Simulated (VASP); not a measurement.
# LiNbO3 (R3c) in VASP: notebook

Runs on LiNbO3. Level: LDA. Tasks: single point, relaxation of cell and atoms.

Program: VASP 6.6.1. These are calculated values, not measurements. Logs are shortened: lines on timing, memory, paths and dates and some standing lists are left out, and cuts for length are marked.

### Step 1. The cell of the first run

The structure is trigonal, space group R3c (No. 161). The conventional cell has a = 5.067 Å, b = 5.067 Å, c = 13.687 Å, α = 90.00°, β = 90.00°, γ = 120.00°. Within 2.7 Å of Li (site symmetry 3) lie 6 O at 2.00 to 2.21 Å. Nb (site symmetry 3) has 6 O at 1.88 to 2.08 Å within 2.5 Å. Within 2.5 Å of O (site symmetry 1) lie 2 Nb at 1.88 to 2.08 Å and 2 Li at 2.00 to 2.21 Å.

### Step 2. Single point, LDA

Contents of INCAR:

```
PREC = Accurate
ENCUT = 520
EDIFF = 1E-7
ISMEAR = 0
SIGMA = 0.01
LREAL = False
LASPH = True
NELM = 60
ALGO = Normal
ISIF = 2
LWAVE = False
LCHARG = False
GGA = CA
NBANDS = 45
```

Contents of KPOINTS:

```
regular mesh
0
Gamma
  4 4 4
```

Contents of POSCAR:

```
LiNbO3
1.0
    2.5336863930      1.4628245210      4.5623878750
   -2.5336863930      1.4628245210      4.5623878750
    0.0000000000     -2.9256490420      4.5623878750
Li Nb O
2 2 6
Direct
    0.3019605635      0.3019605635      0.3019605635
    0.8019605635      0.8019605635      0.8019605635
    0.0183501259      0.0183501259      0.0183501259
    0.5183501259      0.5183501259      0.5183501259
    0.1263133268      0.3865652920      0.7380106918
    0.7380106918      0.1263133268      0.3865652920
    0.3865652920      0.7380106918      0.1263133268
    0.2380106918      0.8865652920      0.6263133268
    0.8865652920      0.6263133268      0.2380106918
    0.6263133268      0.2380106918      0.8865652920
```

Potentials or basis: VASP PAW LDA potentials, release 64 (Li_sv, Nb_sv, O).

Started as:

```sh
$ cat potpaw_LDA.64/Li_sv/POTCAR potpaw_LDA.64/Nb_sv/POTCAR potpaw_LDA.64/O/POTCAR > POTCAR
$ mpirun -np 1 vasp_std > vasp.out
```

OUTCAR:

```text
PREC = Accurate
   ENCUT = 520
   EDIFF = 1E-7
   ISMEAR = 0
   LREAL = False
   LASPH = True
   NELM = 60
   ISIF = 2
   GGA = CA

 ion  position               nearest neighbor table
   1  0.302  0.302  0.302-   8 2.00  10 2.00   9 2.00   5 2.21   7 2.21   6 2.21
   2  0.802  0.802  0.802-   7 2.00   6 2.00   5 2.00   9 2.21   8 2.21  10 2.21
   3  0.018  0.018  0.018-   5 1.88   6 1.88   7 1.88   9 2.08   8 2.08  10 2.08
   4  0.518  0.518  0.518-   9 1.88  10 1.88   8 1.88   5 2.08   7 2.08   6 2.08
   5  0.126  0.387  0.738-   3 1.88   2 2.00   4 2.08   1 2.21
   6  0.738  0.126  0.387-   3 1.88   2 2.00   4 2.08   1 2.21
   7  0.387  0.738  0.126-   3 1.88   2 2.00   4 2.08   1 2.21
   8  0.238  0.887  0.626-   4 1.88   1 2.00   3 2.08   2 2.21
   9  0.887  0.626  0.238-   4 1.88   1 2.00   3 2.08   2 2.21
  10  0.626  0.238  0.887-   4 1.88   1 2.00   3 2.08   2 2.21

  LATTYP: Found a trigonal (rhomboedric) cell.
 ALAT       =     5.4198528983
 COS(alpha) =     0.5629202208

  Lattice vectors:

 A1 = (   2.5336863930,   1.4628245210,   4.5623878750)
 A2 = (  -2.5336863930,   1.4628245210,   4.5623878750)
 A3 = (   0.0000000000,  -2.9256490420,   4.5623878750)

Analysis of symmetry for initial positions (statically):
=====================================================================
 Subroutine PRICEL returns:
 Original cell was already a primitive cell.

 Routine SETGRP: Setting up the symmetry group for a
 trigonal (rhombohedral) supercell.

 Subroutine GETGRP returns: Found  6 space group operations
 (whereof  3 operations were pure point group operations)
 out of a pool of 12 trial point group operations.

The static configuration has the point symmetry C_3 .
 The point group associated with its full space group is C_3v.

Analysis of symmetry for dynamics (positions and initial velocities):
=====================================================================
 Subroutine PRICEL returns:
 Original cell was already a primitive cell.

 Routine SETGRP: Setting up the symmetry group for a
 trigonal (rhombohedral) supercell.

 Subroutine GETGRP returns: Found  6 space group operations
 (whereof  3 operations were pure point group operations)
 out of a pool of 12 trial point group operations.

The dynamic configuration has the point symmetry C_3 .
 The point group associated with its full space group is C_3v.

 Subroutine INISYM returns: Found  6 space group operations
 (whereof  3 operations are pure point group operations),
 and found     1 'primitive' translations

----------------------------------------------------------------------------------------

                                     Primitive cell

  volume of cell :     101.4585

  direct lattice vectors                    reciprocal lattice vectors
     2.533686393  1.462824521  4.562387875     0.197340919  0.113934832  0.073061156
    -2.533686393  1.462824521  4.562387875    -0.197340919  0.113934832  0.073061156
     0.000000000 -2.925649042  4.562387875     0.000000000 -0.227869665  0.073061156

  length of vectors
     5.419852898  5.419852898  5.419852898     0.239295877  0.239295877  0.239295877

  position of ions in fractional coordinates (direct lattice)
     0.301960564  0.301960564  0.301960564
     0.801960564  0.801960564  0.801960564
     0.018350126  0.018350126  0.018350126
     0.518350126  0.518350126  0.518350126
     0.126313327  0.386565292  0.738010692
     0.738010692  0.126313327  0.386565292
     0.386565292  0.738010692  0.126313327
     0.238010692  0.886565292  0.626313327
     0.886565292  0.626313327  0.238010692
     0.626313327  0.238010692  0.886565292

  ion indices of the primitive-cell ions
   primitive index   ion index
                 1           1
                 2           2
                 3           3
                 4           4
                 5           5
                 6           6
                 7           7
                 8           8
                 9           9
                10          10

----------------------------------------------------------------------------------------

 KPOINTS: regular mesh

Automatic generation of k-mesh.
 Grid dimensions read from file:
 generate k-points for:    4    4    4

 Generating k-lattice:

  Cartesian coordinates                     Fractional coordinates (reciprocal lattice)
     0.049335230  0.028483708  0.018265289     0.250000000 -0.000000000  0.000000000
    -0.049335230  0.028483708  0.018265289    -0.000000000  0.250000000  0.000000000
     0.000000000 -0.056967416  0.018265289     0.000000000  0.000000000  0.250000000

  Length of vectors
     0.059823969  0.059823969  0.059823969

  Shift w.r.t. Gamma in fractional coordinates (k-lattice)
     0.000000000  0.000000000  0.000000000

 Subroutine IBZKPT returns following result:
 ===========================================

 Found     13 irreducible k-points:

 Following reciprocal coordinates:
            Coordinates               Weight
  0.000000  0.000000  0.000000      1.000000
  0.250000 -0.000000  0.000000      6.000000
  0.500000 -0.000000  0.000000      3.000000
  0.250000  0.250000  0.000000      6.000000
  0.500000  0.250000  0.000000     12.000000
 -0.250000  0.250000  0.000000      6.000000
  0.500000  0.500000  0.000000      3.000000
  0.250000  0.250000  0.250000      2.000000
  0.500000  0.250000  0.250000      6.000000
 -0.250000  0.250000  0.250000      6.000000
  0.500000  0.500000  0.250000      6.000000
 -0.250000  0.500000  0.250000      6.000000
  0.500000  0.500000  0.500000      1.000000
   k-points           NKPTS =     13   k-points in BZ     NKDIM =     13   number of bands    NBANDS=     45
   number of dos      NEDOS =    301   number of ions     NIONS =     10
   total plane-waves  NPLWV =  64000
   dimension x,y,z NGX =    40 NGY =   40 NGZ =   40
   dimension x,y,z NGXF=    80 NGYF=   80 NGZF=   80
   ions per type =               2   2   6
   NGX,Y,Z   is equivalent  to a cutoff of  12.27, 12.27, 12.27 a.u.
   NGXF,Y,Z  is equivalent  to a cutoff of  24.54, 24.54, 24.54 a.u.
 SYSTEM =  unknown system
   PREC   = accura    normal or accurate (medium, high low for compatibility)
   ISTART =      0    job   : 0-new  1-cont  2-samecut
   ICHARG =      2    charge: 1-file 2-atom 10-const
   ISPIN  =      1    spin polarized calculation?
   LNONCOLLINEAR =      F non collinear calculations
   LSORBIT =      F    spin-orbit coupling
   LASPH  =      T    aspherical Exc in radial PAW
   ENCUT  =  520.0 eV  38.22 Ry    6.18 a.u.  10.08 10.08 10.08*2*pi/ulx,y,z
   NELM   =     60;   NELMIN=  2; NELMDL= -5     # of ELM steps
   EDIFF  = 0.1E-06   stopping-criterion for ELM
   LREAL  =      F    real-space projection
   EDIFFG = 0.1E-05   stopping-criterion for IOM
   NSW    =      0    number of steps for IOM
   IBRION =     -1    ionic relax: 0-MD 1-quasi-New 2-CG
   NFREE  =      0    steps in history (QN), initial steepest desc. (CG)
   ISIF   =      2    stress and relaxation
   ISYM   =      2    0-nonsym 1-usesym 2-fastsym
   POTIM  = 0.5000    time-step for ionic-motion
   TEBEG  =    0.0;   TEEND  =   0.0 temperature during run
   PSTRESS=    0.0 pullay stress
   NELECT =      68.0000    total number of electrons
   NUPDOWN=      -1.0000    fix difference up-down
   EMIN   =  10.00;   EMAX   =-10.00  energy-range for DOS
   EFERMI =   0.00;   METHOD = LEGACY
   ISMEAR =     0;   SIGMA  =   0.01  broadening in eV -4-tet -1-fermi 0-gaus
   EFERMI_NEDOS =   21; number of points for ismear=-14 and -15
   IALGO  =     38    algorithm
   IMIX   =      4    mixing-type and parameters
     AMIX     =   0.40;   BMIX     =  1.00
     AMIX_MAG =   1.60;   BMIX_MAG =  1.00
  volume/ion in A,a.u.               =      10.15        68.47
  Fermi-wavevector in a.u.,A,eV,Ry     =   1.432677  2.707367 27.926820  2.052563
  Thomas-Fermi vector in A             =   2.552278
   LORBIT       =      0    0 simple, 1 ext, 2 COOP (PROOUT), +10 PAW based schemes
   GGA     = CA    functional components
   LHFCALC =     F    Hartree Fock is set to
   AEXX    =    0.0000 exact exchange contribution
   IVDW    =     0    specifies the selected vdW correction
   LEPSILON=     F    determine dielectric tensor
   LRPA    =     F    only Hartree local field effects (RPA)
 non-spin polarized calculation
 Gauss-broadening in eV      SIGMA  =   0.01
  energy-cutoff  :      520.00
  volume of cell :      101.46
 maximum number of plane-waves:      2753
   NGX = 21   NGY = 21   NGZ = 21

 number of electron      67.9999967 magnetization

 Free energy of the ion-electron system (eV)
  ---------------------------------------------------
  ext. energy  EPLUGINS =         0.00000000
  ---------------------------------------------------
  free energy    TOTEN  =       -87.60543010 eV

  energy without entropy =      -87.60543010  energy(sigma->0) =      -87.60543010

 E-fermi :   3.8237     XC(G=0): -11.5858

 val. band max:        3.7020724153   @ k =   0.0000   0.0000   0.0000
 cond. band min:       7.2152788540   @ k =   0.0000   0.0000   0.0000
 fundamental gap:      3.5132064387
 Fermi energy:         3.8237403447

 k-point     1 :       0.0000    0.0000    0.0000
  band No.  band energies     occupation
      1     -50.0175      2.00000
      2     -49.9976      2.00000
      3     -37.5322      2.00000
      4     -37.5282      2.00000
      5     -26.5520      2.00000
      6     -26.5520      2.00000
[... 37 lines left out ...]
     44      14.0429      0.00000
     45      14.1725      0.00000

 k-point     2 :       0.2500   -0.0000    0.0000
  band No.  band energies     occupation
      1     -50.0145      2.00000
      2     -50.0005      2.00000
      3     -37.5318      2.00000
      4     -37.5287      2.00000
      5     -26.5296      2.00000
      6     -26.5262      2.00000
[... 520 lines left out ...]
 k-point    13 :       0.5000    0.5000    0.5000
  band No.  band energies     occupation
      1     -50.0075      2.00000
      2     -50.0075      2.00000
      3     -37.5303      2.00000
      4     -37.5303      2.00000
      5     -26.4604      2.00000
      6     -26.4604      2.00000
[... 37 lines left out ...]
     44      13.0090      0.00000
     45      13.0458      0.00000

------------------------ aborting loop because EDIFF is reached ----------------------------------------

  FORCE on cell =-STRESS in cart. coord.  units (eV):
  Direction    XX          YY          ZZ          XY          YZ          ZX
  --------------------------------------------------------------------------------------
  -------------------------------------------------------------------------------------
  Total        0.1327429      0.1327429      0.0820010      0.0000000      0.0000000      0.0000000
  in kB        2.0962031      2.0962031      1.2949148      0.0000000      0.0000000      0.0000000
  external PRESSURE =       1.8291070 kB  Pullay stress =       0.0000000 kB

 VOLUME and BASIS-vectors are now :
 -----------------------------------------------------------------------------
  energy-cutoff  :      520.00
  volume of cell :      101.46
      direct lattice vectors                 reciprocal lattice vectors
     2.533686393  1.462824521  4.562387875     0.197340919  0.113934832  0.073061156
    -2.533686393  1.462824521  4.562387875    -0.197340919  0.113934832  0.073061156
     0.000000000 -2.925649042  4.562387875     0.000000000 -0.227869665  0.073061156

 POSITION                                       TOTAL-FORCE (eV/Angst)
 -----------------------------------------------------------------------------------
      0.00000      0.00000      4.13298         0.000000      0.000000      0.001554
      0.00000      0.00000     10.97657         0.000000      0.000000      0.001554
      0.00000      0.00000      0.25116         0.000000      0.000000     -0.058176
      0.00000      0.00000      7.09474         0.000000     -0.000000     -0.058176
     -0.65940     -1.40891      5.70704        -0.010116      0.028184      0.018874
      1.54985      0.13340      5.70704        -0.019350     -0.022853      0.018874
     -0.89045      1.27551      5.70704         0.029466     -0.005331      0.018874
     -1.64323     -0.18732      7.98824        -0.029466     -0.005331      0.018874
      0.65940      1.51674      7.98824         0.010116      0.028184      0.018874
      0.98384     -1.32942      7.98824         0.019350     -0.022853      0.018874
 -----------------------------------------------------------------------------------
    total drift:                               -0.000000     -0.000000      0.000446

  FREE ENERGIE OF THE ION-ELECTRON SYSTEM (eV)
  ---------------------------------------------------
  free  energy   TOTEN  =       -87.6054300981 eV

  energy  without entropy=      -87.6054300981  energy(sigma->0) =      -87.60543010
```

Run time: 44 s. Hardware: 1 thread of Intel Xeon 6975P-C (Granite Rapids), shared host; peak memory 0.22 GiB.

What came out:

- Free energy: -87.6054 eV
- Largest force: 0.058 eV/Å
- Band gap on the k mesh: 3.51 eV, direct

Forces in eV/Å, atoms in the order of the input:
```
Li   0.000  0.000  0.002
Li   0.000  0.000  0.002
Nb   0.000  0.000 -0.058
Nb   0.000  0.000 -0.058
O   -0.010  0.028  0.019
O   -0.019 -0.023  0.019
O    0.029 -0.005  0.019
O   -0.029 -0.005  0.019
O    0.010  0.028  0.019
O    0.019 -0.023  0.019
```

Levels at points of the mesh, in eV from the valence-band top:
| k point | band 32 | band 33 | band 34 | band 35 | band 36 | band 37 |
| --- | --- | --- | --- | --- | --- | --- |
| (0.00, 0.00, 0.00) | -0.50 | 0.00 | 0.00 | 3.51 | 3.51 | 3.95 |
| (0.50, 0.00, 0.00) | -0.27 | -0.17 | -0.17 | 3.94 | 3.94 | 4.78 |
| (0.50, 0.50, 0.00) | -0.65 | -0.41 | -0.21 | 3.59 | 4.10 | 4.61 |
| (0.50, 0.50, 0.50) | -0.28 | -0.28 | -0.28 | 4.71 | 4.71 | 4.93 |

Caveat: the cutoff is under 1.25 times the usual one of these potentials, so pressure, stress and relaxed cells hold a basis-set (Pulay) error. A k mesh can miss the band edges.

### Step 3. Relaxation of cell and atoms, LDA

This run uses another cell than the first one, of 10.62 Å³/atom, 1.047 times its volume.

Contents of INCAR:

```
PREC     = Accurate       # precision mode
ENCUT    = 600            # plane-wave cutoff, eV
EDIFF    = 1E-6           # SCF threshold, eV
ISMEAR   = 0              # smearing method
SIGMA    = 0.01           # smearing width, eV
LREAL    = F              # projectors in reciprocal space
LASPH    = T              # aspherical terms in the spheres
NELM     = 60             # most SCF steps
ALGO     = Normal         # electronic algorithm
ISIF     = 3              # what is computed and relaxed
LWAVE    = F              # write WAVECAR
LCHARG   = F              # write CHGCAR
GGA      = CA             # functional
IBRION   = 2              # ionic algorithm
NSW      = 80             # ionic steps
EDIFFG   = -0.002         # ionic threshold
```

KPOINTS is that of step 2.

Contents of POSCAR:

```
LiNbO3
1.0
    2.5756485575      1.4870513880      4.6218000000
   -2.5756485575      1.4870513880      4.6218000000
    0.0000000000     -2.9741027760      4.6218000000
Li Nb O
2 2 6
Direct
    0.3021000000      0.3021000000      0.3021000000
    0.8021000000      0.8021000000      0.8021000000
    0.0192000000      0.0192000000      0.0192000000
    0.5192000000      0.5192000000      0.5192000000
    0.1311000000      0.3783000000      0.7405000000
    0.7405000000      0.1311000000      0.3783000000
    0.3783000000      0.7405000000      0.1311000000
    0.2405000000      0.8783000000      0.6311000000
    0.8783000000      0.6311000000      0.2405000000
    0.6311000000      0.2405000000      0.8783000000
```

Potentials or basis: VASP PAW LDA potentials, release 64 (Li_sv, Nb_sv, O).

Started as:

```sh
$ cat potpaw_LDA.64/Li_sv/POTCAR potpaw_LDA.64/Nb_sv/POTCAR potpaw_LDA.64/O/POTCAR > POTCAR
$ mpirun -np 1 vasp_std > vasp.out
```

Run time: 33 min. Hardware: 1 thread of Intel Xeon Platinum 8259CL at 2.50GHz (Skylake/Cascade Lake), shared host; peak memory 0.29 GiB.

Results (log left out):

```
Free energy                            : -87.6377 eV
Relaxed volume                         : 10.12 Å³/atom
Relaxed cell                           : a = 5.416 Å, b = 5.416 Å, c = 5.416 Å, α = 55.74°, β = 55.74°, γ = 55.74°
Space group after relaxing (to 0.05 Å) : R3c (No. 161)
Energy gained by relaxing              : 9.5 meV/atom
Ionic steps                            : 35
Pressure after relaxing                : 0.0 GPa
Band gap on the k mesh                 : 3.49 eV, indirect (the least direct gap lies 0.5 meV higher)
```

Step by step:
```tsv
step	energy change (eV)	largest force (eV/Å)	pressure (GPa)	volume (Å³)
1	0.0000	0.1409	-5.89	106.21
2	0.0000	0.7368	6.96	100.32
3	-0.0584	0.3734	0.17	103.20
4	-0.0831	0.1366	0.16	102.15
5	-0.0832	0.1376	0.17	102.10
6	-0.0875	0.0917	-0.46	102.17
7	-0.0896	0.0677	-1.35	102.28
8	-0.0916	0.0431	-1.11	102.09
9	-0.0943	0.0139	-0.49	101.67
10	-0.0919	0.1347	0.81	100.84
11	-0.0946	0.0456	-0.12	101.45
12	-0.0949	0.0362	-0.10	101.39
13	-0.0953	0.0079	0.04	101.23
14	-0.0953	0.0049	0.07	101.19
15	-0.0953	0.0053	0.08	101.19
16	-0.0953	0.0059	0.01	101.22
17	-0.0953	0.0081	-0.03	101.23
18	-0.0954	0.0047	-0.04	101.24
19	-0.0954	0.0044	-0.03	101.24
20	-0.0954	0.0042	-0.02	101.24
21	-0.0954	0.0045	-0.01	101.23
22	-0.0954	0.0055	0.07	101.19
23	-0.0954	0.0040	0.04	101.21
24	-0.0954	0.0048	0.05	101.21
25	-0.0954	0.0051	0.04	101.22
26	-0.0954	0.0050	0.03	101.22
27	-0.0954	0.0029	0.00	101.22
28	-0.0954	0.0022	0.00	101.22
29	-0.0954	0.0024	0.00	101.22
30	-0.0954	0.0060	-0.01	101.21
31	-0.0954	0.0038	0.01	101.21
32	-0.0954	0.0026	0.01	101.22
33	-0.0954	0.0022	0.01	101.22
34	-0.0954	0.0028	-0.01	101.22
35	-0.0954	0.0015	-0.03	101.23
```

Final structure:
```yaml
crystal:
  lattice:
    - [2.53169, 1.46167, 4.55928]
    - [-2.53169, 1.46167, 4.55928]
    - [0.00000, -2.92334, 4.55928]
  atoms:
    - { symbol: Li, position: [0.30196, 0.30196, 0.30196] }
    - { symbol: Li, position: [0.80196, 0.80196, 0.80196] }
    - { symbol: Nb, position: [0.01808, 0.01808, 0.01808] }
    - { symbol: Nb, position: [0.51808, 0.51808, 0.51808] }
    - { symbol: O, position: [0.12602, 0.38722, 0.73793] }
    - { symbol: O, position: [0.73793, 0.12602, 0.38722] }
    - { symbol: O, position: [0.38722, 0.73793, 0.12602] }
    - { symbol: O, position: [0.23793, 0.88722, 0.62602] }
    - { symbol: O, position: [0.88722, 0.62602, 0.23793] }
    - { symbol: O, position: [0.62602, 0.23793, 0.88722] }
```

Levels at points of the mesh, in eV from the valence-band top:
| k point | band 32 | band 33 | band 34 | band 35 | band 36 | band 37 |
| --- | --- | --- | --- | --- | --- | --- |
| (0.00, 0.00, 0.00) | -0.49 | 0.00 | 0.00 | 3.49 | 3.49 | 3.92 |
| (0.50, 0.00, 0.00) | -0.27 | -0.17 | -0.17 | 3.93 | 3.93 | 4.77 |
| (0.50, 0.50, 0.00) | -0.65 | -0.40 | -0.21 | 3.56 | 4.08 | 4.59 |
| (0.50, 0.50, 0.50) | -0.28 | -0.28 | -0.28 | 4.70 | 4.70 | 4.92 |

Caveat: the cutoff is under 1.25 times the usual one of these potentials, so pressure, stress and relaxed cells hold a basis-set (Pulay) error. Zero-point motion and thermal expansion aren't in these numbers.
